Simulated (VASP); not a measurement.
# Ir (P6_3/mmc) in VASP: further runs

Runs on Ir. Level: PBE. Tasks: single point.

Program: VASP 6.6.1. These are calculated values, not measurements. Logs are shortened: lines on timing, memory, paths and dates and some standing lists are left out, and cuts for length are marked.

### 1 The cell of the first run

Symmetry: P6_3/mmc, No. 194, hexagonal system. The conventional cell has a = 2.684 Å, b = 2.684 Å, c = 4.230 Å, α = 90.00°, β = 90.00°, γ = 120.00°. Ir (site symmetry -6m2) has 12 Ir at 2.62 to 2.68 Å within 3.5 Å.

### 2 Single point, PBE

File INCAR:

```
SYSTEM = Ir
  PREC = Accurate
  ENCUT = 520
  EDIFF = 1E-6
  ISMEAR = 0
  SIGMA = 0.15
  LREAL = .False.
  LASPH = .True.
  NELM = 60
  ALGO = Normal
  ISIF = 2
  LWAVE = .False.
  LCHARG = .False.
  GGA = PE
  NBANDS = 16
```

File KPOINTS:

```
regular mesh
0
Gamma
  18 18 10
  0 0 0
```

File POSCAR:

```
Ir
1.0
    2.6837000000      0.0000000000      0.0000000000
   -1.3418500000      2.3241523762      0.0000000000
    0.0000000000      0.0000000000      4.2303000000
Ir
2
Direct
    0.6666666667      0.3333333333      0.7500000000
    0.3333333333      0.6666666667      0.2500000000
```

Potentials or basis: VASP PAW PBE potentials, release 64 (Ir).

On the command line:

```
cat potpaw_PBE.64/Ir/POTCAR > POTCAR
mpirun -np 1 vasp_std > vasp.out
```

OUTCAR:

```text
SYSTEM = Ir
   PREC = Accurate
   ENCUT = 520
   EDIFF = 1E-6
   ISMEAR = 0
   LREAL = .False.
   LASPH = .True.
   NELM = 60
   ISIF = 2
   GGA = PE

 ion  position               nearest neighbor table
   1  0.667  0.333  0.750-   2 2.62   2 2.62   2 2.62   2 2.62   2 2.62   2 2.62
   2  0.333  0.667  0.250-   1 2.62   1 2.62   1 2.62   1 2.62   1 2.62   1 2.62

  LATTYP: Found a hexagonal cell.
 ALAT       =     2.6837000000
 C/A-ratio  =     1.5762939226

  Lattice vectors:

 A1 = (   2.6837000000,   0.0000000000,   0.0000000000)
 A2 = (  -1.3418500000,   2.3241523762,   0.0000000000)
 A3 = (   0.0000000000,   0.0000000000,   4.2303000000)

Analysis of symmetry for initial positions (statically):
=====================================================================
 Subroutine PRICEL returns:
 Original cell was already a primitive cell.

 Routine SETGRP: Setting up the symmetry group for a
 hexagonal supercell.

 Subroutine GETGRP returns: Found 24 space group operations
 (whereof 12 operations were pure point group operations)
 out of a pool of 24 trial point group operations.

The static configuration has the point symmetry D_3d.
 The point group associated with its full space group is D_6h.

Analysis of symmetry for dynamics (positions and initial velocities):
=====================================================================
 Subroutine PRICEL returns:
 Original cell was already a primitive cell.

 Routine SETGRP: Setting up the symmetry group for a
 hexagonal supercell.

 Subroutine GETGRP returns: Found 24 space group operations
 (whereof 12 operations were pure point group operations)
 out of a pool of 24 trial point group operations.

The dynamic configuration has the point symmetry D_3d.
 The point group associated with its full space group is D_6h.

 Subroutine INISYM returns: Found 24 space group operations
 (whereof 12 operations are pure point group operations),
 and found     1 'primitive' translations

----------------------------------------------------------------------------------------

                                     Primitive cell

  volume of cell :      26.3858

  direct lattice vectors                    reciprocal lattice vectors
     2.683700000  0.000000000  0.000000000     0.372619890  0.215132194  0.000000000
    -1.341850000  2.324152376  0.000000000     0.000000000  0.430264388  0.000000000
     0.000000000  0.000000000  4.230300000     0.000000000  0.000000000  0.236389854

  length of vectors
     2.683700000  2.683700000  4.230300000     0.430264388  0.430264388  0.236389854

  position of ions in fractional coordinates (direct lattice)
     0.666666667  0.333333333  0.750000000
     0.333333333  0.666666667  0.250000000

  ion indices of the primitive-cell ions
   primitive index   ion index
                 1           1
                 2           2

----------------------------------------------------------------------------------------

 KPOINTS: regular mesh

Automatic generation of k-mesh.
 Grid dimensions read from file:
 generate k-points for:   18   18   10

 Generating k-lattice:

  Cartesian coordinates                     Fractional coordinates (reciprocal lattice)
     0.020701105  0.011951789  0.000000000     0.055555556  0.000000000  0.000000000
     0.000000000  0.023903577  0.000000000     0.000000000  0.055555556  0.000000000
     0.000000000  0.000000000  0.023638985     0.000000000  0.000000000  0.100000000

  Length of vectors
     0.023903577  0.023903577  0.023638985

  Shift w.r.t. Gamma in fractional coordinates (k-lattice)
     0.000000000  0.000000000  0.000000000

 Subroutine IBZKPT returns following result:
 ===========================================

 Found    222 irreducible k-points:

 Following reciprocal coordinates:
            Coordinates               Weight
  0.000000  0.000000  0.000000      1.000000
  0.055556  0.000000  0.000000      6.000000
  0.111111  0.000000  0.000000      6.000000
  0.166667  0.000000  0.000000      6.000000
  0.222222  0.000000  0.000000      6.000000
  0.277778  0.000000  0.000000      6.000000
[... 16 lines left out ...]
  0.333333  0.111111  0.000000     12.000000
  0.388889  0.111111  0.000000     12.000000
 [... further k-points ...]
   k-points           NKPTS =    222   k-points in BZ     NKDIM =    222   number of bands    NBANDS=     16
   number of dos      NEDOS =    301   number of ions     NIONS =      2
   total plane-waves  NPLWV =  12800
   dimension x,y,z NGX =    20 NGY =   20 NGZ =   32
   dimension x,y,z NGXF=    40 NGYF=   40 NGZF=   64
   ions per type =               2
   NGX,Y,Z   is equivalent  to a cutoff of  12.39, 12.39, 12.58 a.u.
   NGXF,Y,Z  is equivalent  to a cutoff of  24.78, 24.78, 25.15 a.u.
 SYSTEM =  Ir
   PREC   = accura    normal or accurate (medium, high low for compatibility)
   ISTART =      0    job   : 0-new  1-cont  2-samecut
   ICHARG =      2    charge: 1-file 2-atom 10-const
   ISPIN  =      1    spin polarized calculation?
   LNONCOLLINEAR =      F non collinear calculations
   LSORBIT =      F    spin-orbit coupling
   LASPH  =      T    aspherical Exc in radial PAW
   ENCUT  =  520.0 eV  38.22 Ry    6.18 a.u.   4.99  4.99  7.87*2*pi/ulx,y,z
   NELM   =     60;   NELMIN=  2; NELMDL= -5     # of ELM steps
   EDIFF  = 0.1E-05   stopping-criterion for ELM
   LREAL  =      F    real-space projection
   EDIFFG = 0.1E-04   stopping-criterion for IOM
   NSW    =      0    number of steps for IOM
   IBRION =     -1    ionic relax: 0-MD 1-quasi-New 2-CG
   NFREE  =      0    steps in history (QN), initial steepest desc. (CG)
   ISIF   =      2    stress and relaxation
   ISYM   =      2    0-nonsym 1-usesym 2-fastsym
   POTIM  = 0.5000    time-step for ionic-motion
   TEBEG  =    0.0;   TEEND  =   0.0 temperature during run
   PSTRESS=    0.0 pullay stress
   NELECT =      18.0000    total number of electrons
   NUPDOWN=      -1.0000    fix difference up-down
   EMIN   =  10.00;   EMAX   =-10.00  energy-range for DOS
   EFERMI =   0.00;   METHOD = LEGACY
   ISMEAR =     0;   SIGMA  =   0.15  broadening in eV -4-tet -1-fermi 0-gaus
   EFERMI_NEDOS =   21; number of points for ismear=-14 and -15
   IALGO  =     38    algorithm
   IMIX   =      4    mixing-type and parameters
     AMIX     =   0.40;   BMIX     =  1.00
     AMIX_MAG =   1.60;   BMIX_MAG =  1.00
  volume/ion in A,a.u.               =      13.19        89.03
  Fermi-wavevector in a.u.,A,eV,Ry     =   1.441150  2.723378 28.258109  2.076912
  Thomas-Fermi vector in A             =   2.559814
   LORBIT       =      0    0 simple, 1 ext, 2 COOP (PROOUT), +10 PAW based schemes
   GGA     = PE    functional components
   LHFCALC =     F    Hartree Fock is set to
   AEXX    =    0.0000 exact exchange contribution
   IVDW    =     0    specifies the selected vdW correction
   LEPSILON=     F    determine dielectric tensor
   LRPA    =     F    only Hartree local field effects (RPA)
 non-spin polarized calculation
 Gauss-broadening in eV      SIGMA  =   0.15
  energy-cutoff  :      520.00
  volume of cell :       26.39
 maximum number of plane-waves:       732
 NGX is ok and might be reduce to    20
   NGX =  9   NGY =  9   NGZ = 15

 number of electron      18.0000001 magnetization

 Free energy of the ion-electron system (eV)
  ---------------------------------------------------
  ext. energy  EPLUGINS =         0.00000000
  ---------------------------------------------------
  free energy    TOTEN  =       -17.18444581 eV

  energy without entropy =      -17.16190580  energy(sigma->0) =      -17.17317580

 E-fermi :  11.8535     XC(G=0): -14.4052

 val. band max:       11.8495032031   @ k =   0.2222   0.1667   0.4000
 cond. band min:      11.8535235160   @ k =   0.1667   0.1667   0.5000
 fundamental gap:      0.0040203129
 Fermi energy:        11.8534542372

 k-point     1 :       0.0000    0.0000    0.0000
  band No.  band energies     occupation
      1      -0.2262      2.00000
      2       2.8557      2.00000
      3       7.4716      2.00000
      4       7.4716      2.00000
      5       7.7111      2.00000
      6       8.2949      2.00000
[... 8 lines left out ...]
     15      28.5796      0.00000
     16      29.5908      0.00000

 k-point     2 :       0.0556    0.0000    0.0000
  band No.  band energies     occupation
      1      -0.0982      2.00000
      2       2.9668      2.00000
      3       7.1890      2.00000
      4       7.5810      2.00000
      5       7.9631      2.00000
      6       8.2246      2.00000
[... 8 lines left out ...]
     15      28.7392      0.00000
     16      29.7980      0.00000

 k-point     3 :       0.1111    0.0000    0.0000
  band No.  band energies     occupation
      1       0.2751      2.00000
      2       3.2773      2.00000
      3       6.7804      2.00000
      4       7.9047      2.00000
      5       8.0059      2.00000
      6       8.2145      2.00000
[... 8 lines left out ...]
     15      29.1560      0.00000
     16      30.3202      0.00000

 k-point     4 :       0.1667    0.0000    0.0000
  band No.  band energies     occupation
      1       0.8593      2.00000
      2       3.7016      2.00000
      3       6.3971      2.00000
      4       7.3428      2.00000
      5       7.7591      2.00000
      6       8.2413      2.00000
[... 8 lines left out ...]
     15      29.3353      0.00000
     16      30.0493      0.00000
[... 324 lines left out ...]
 k-point    22 :       0.2778    0.1111    0.0000
  band No.  band energies     occupation
      1       3.3397      2.00000
      2       4.2445      2.00000
      3       4.9267      2.00000
      4       6.2140      2.00000
      5       7.0600      2.00000
      6       7.9255      2.00000
[... 8 lines left out ...]
     15      24.2665      0.00000
     16      27.0074      0.00000

 k-point    23 :       0.3333    0.1111    0.0000
  band No.  band energies     occupation
      1       3.7384      2.00000
      2       4.0138      2.00000
      3       4.4885      2.00000
      4       6.7288      2.00000
      5       6.9457      2.00000
      6       8.1210      2.00000
[... 8 lines left out ...]
     15      22.9254      0.00000
     16      26.4747      0.00000

 k-point    24 :       0.3889    0.1111    0.0000
  band No.  band energies     occupation
      1       3.8017      2.00000
      2       3.9579      2.00000
      3       4.2199      2.00000
      4       6.8887      2.00000
      5       7.2229      2.00000
      6       7.9557      2.00000
[... 8 lines left out ...]
     15      23.3707      0.00000
     16      25.9011      0.00000

 [... further k-points ...]
[... 5 lines left out ...]
  --------------------------------------------------------------------------------------
  -------------------------------------------------------------------------------------
  Total        6.5784439      6.5784439      9.3677208      0.0000000      0.0000000      0.0000000
  in kB      399.4514722    399.4514722    568.8199128      0.0000000      0.0000000      0.0000000
  external PRESSURE =     455.9076191 kB  Pullay stress =       0.0000000 kB

 VOLUME and BASIS-vectors are now :
 -----------------------------------------------------------------------------
  energy-cutoff  :      520.00
  volume of cell :       26.39
      direct lattice vectors                 reciprocal lattice vectors
     2.683700000  0.000000000  0.000000000     0.372619890  0.215132194  0.000000000
    -1.341850000  2.324152376  0.000000000     0.000000000  0.430264388  0.000000000
     0.000000000  0.000000000  4.230300000     0.000000000  0.000000000  0.236389854

 POSITION                                       TOTAL-FORCE (eV/Angst)
 -----------------------------------------------------------------------------------
      1.34185      0.77472      3.17272         0.000000     -0.000000      0.000000
     -0.00000      1.54943      1.05757        -0.000000      0.000000      0.000000
 -----------------------------------------------------------------------------------
    total drift:                               -0.000000      0.000000     -0.000000

  FREE ENERGIE OF THE ION-ELECTRON SYSTEM (eV)
  ---------------------------------------------------
  free  energy   TOTEN  =       -17.1844458120 eV

  energy  without entropy=      -17.1619057964  energy(sigma->0) =      -17.17317580
```

It took 26 s on 1 thread of AMD EPYC 9R45 (Zen 5), shared host; peak memory 0.17 GiB.

Results:

- Free energy: -17.1844 eV
- Pressure: 45.6 GPa
- Band gap on the k mesh: zero (band 9 reaches 12.97 eV, above the bottom of band 10 at 9.18 eV)

Stress tensor (GPa, compression positive):
```
39.95  0.00  0.00
 0.00 39.95  0.00
 0.00  0.00 56.88
```

Caveat: spin-orbit coupling is left out, which moves the levels of the heavy elements.

### 3 Single point, PBE

This run uses another cell than the first one, of 13.22 Å³/atom, 1.002 times its volume.

File INCAR:

```
PREC = Accurate
ENCUT = 520
EDIFF = 1E-6
ISMEAR = 0
SIGMA = 0.15
LREAL = F
LASPH = T
NELM = 60
ALGO = Fast
ISIF = 2
LWAVE = F
LCHARG = F
GGA = PE
NBANDS = 16
```

File KPOINTS:

```
regular mesh
0
Gamma
  18 18 10
```

File POSCAR:

```
Ir
1.0
    2.5555000000      0.0000000000      0.0000000000
   -1.2777500000      2.2131279194      0.0000000000
    0.0000000000      0.0000000000      4.6756000000
Ir
2
Direct
    0.6666666667      0.3333333333      0.7500000000
    0.3333333333      0.6666666667      0.2500000000
```

Potentials or basis: VASP PAW PBE potentials, release 64 (Ir).

On the command line:

```
cat potpaw_PBE.64/Ir/POTCAR > POTCAR
mpirun -np 1 vasp_std > vasp.out
```

OUTCAR:

```text
PREC = Accurate
   ENCUT = 520
   EDIFF = 1E-6
   ISMEAR = 0
   LREAL = F
   LASPH = T
   NELM = 60
   ISIF = 2
   GGA = PE

 ion  position               nearest neighbor table
   1  0.667  0.333  0.750-   2 2.76   2 2.76   2 2.76   2 2.76   2 2.76   2 2.76
   2  0.333  0.667  0.250-   1 2.76   1 2.76   1 2.76   1 2.76   1 2.76   1 2.76

  LATTYP: Found a hexagonal cell.
 ALAT       =     2.5555000000
 C/A-ratio  =     1.8296223831

  Lattice vectors:

[... 195 lines left out ...]
      5       7.4732      2.00000
      6       7.9256      2.00000
[... 433 lines left out ...]
      3       4.2008      2.00000
      4       7.0543      2.00000
      5       7.5647      2.00000
      6       7.9422      2.00000
[... 8 lines left out ...]
     15      23.2610      0.00000
     16      25.9710      0.00000

 [... further k-points ...]
[... 5 lines left out ...]
  --------------------------------------------------------------------------------------
  -------------------------------------------------------------------------------------
  Total       12.3569635     12.3569635      1.0929369     -0.0000000      0.0000000      0.0000000
  in kB      748.6909697    748.6909697     66.2195035     -0.0000000      0.0000000      0.0000000
  external PRESSURE =     521.2004810 kB  Pullay stress =       0.0000000 kB

 VOLUME and BASIS-vectors are now :
 -----------------------------------------------------------------------------
  energy-cutoff  :      520.00
  volume of cell :       26.44
      direct lattice vectors                 reciprocal lattice vectors
     2.555500000  0.000000000  0.000000000     0.391312855  0.225924582  0.000000000
    -1.277750000  2.213127919  0.000000000     0.000000000  0.451849164  0.000000000
     0.000000000  0.000000000  4.675600000     0.000000000  0.000000000  0.213876294

 POSITION                                       TOTAL-FORCE (eV/Angst)
 -----------------------------------------------------------------------------------
      1.27775      0.73771      3.50670        -0.000000     -0.000000      0.000000
     -0.00000      1.47542      1.16890         0.000000      0.000000      0.000000
 -----------------------------------------------------------------------------------
    total drift:                               -0.000000      0.000000     -0.000000

  FREE ENERGIE OF THE ION-ELECTRON SYSTEM (eV)
  ---------------------------------------------------
  free  energy   TOTEN  =       -16.7947429866 eV

  energy  without entropy=      -16.7704962334  energy(sigma->0) =      -16.78261961
```

It took 38 s on 1 thread of AMD EPYC 9R45 (Zen 5), shared host; peak memory 0.17 GiB.

What came out:

- Free energy: -16.7947 eV
- Pressure: 52.1 GPa
- Band gap on the k mesh: zero (band 9 reaches 13.62 eV, above the bottom of band 10 at 9.59 eV)

Stress tensor (GPa, compression positive):
```
74.87  0.00  0.00
 0.00 74.87  0.00
 0.00  0.00  6.62
```

Levels at points of the mesh, in eV from the Fermi level:
```tsv
k point	band 7	band 8	band 9	band 10	band 11	band 12
(0.00, 0.00, 0.00)	-3.65	-1.98	-1.34	-1.34	0.62	0.62
(0.50, 0.00, 0.00)	-3.05	0.73	1.92	2.15	3.59	5.24
(0.00, 0.00, 0.50)	-4.04	-4.04	-0.13	-0.13	-0.13	-0.13
(0.50, 0.00, 0.50)	-0.88	-0.88	2.04	2.04	2.22	2.22
```

Caveat: spin-orbit coupling is left out, which moves the levels of the heavy elements.

(Continued in part 2 of 2.)
